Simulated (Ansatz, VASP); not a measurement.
TiB in VASP and in Ansatz

```
Ti B
1.0
     6.10564    0.00000    0.00000
     0.00000    3.04811    0.00000
     0.00000    0.00000    4.55818
Ti B
4 4
Direct
  0.17761 0.25000 0.12257
  0.82239 0.75000 0.87743
  0.32239 0.75000 0.62257
  0.67761 0.25000 0.37743
  0.02993 0.25000 0.59930
  0.97007 0.75000 0.40070
  0.47007 0.75000 0.09930
  0.52993 0.25000 0.90070
```

Alike in both runs: functional r2SCAN; k mesh 5 × 10 × 7; occupations fermi-dirac, width 0.1 eV; no spin polarisation.

Ansatz relaxed the structure, and its values are those at the end. VASP's run is a single point on that final structure, the one shown.

```csv
,VASP,Ansatz
version,VASP 6.6.1,Ansatz 0.2.0
potentials or method,"VASP PAW PBE potentials, release 64 (Ti_sv, B), cutoff 520 eV",PAW plane waves
valence electrons in the cell,60,60
```

|  | VASP | Ansatz | Ansatz less VASP |
| --- | --- | --- | --- |
| pressure (GPa) | 0.6 | 0.0 | -0.56 |
| rms of the force components (eV/Å) | 0.007 | 0.003 | -0.0041 |

VASP's potentials were made for PBE, not for r2SCAN. Ansatz's warnings: stress scf threshold loose.
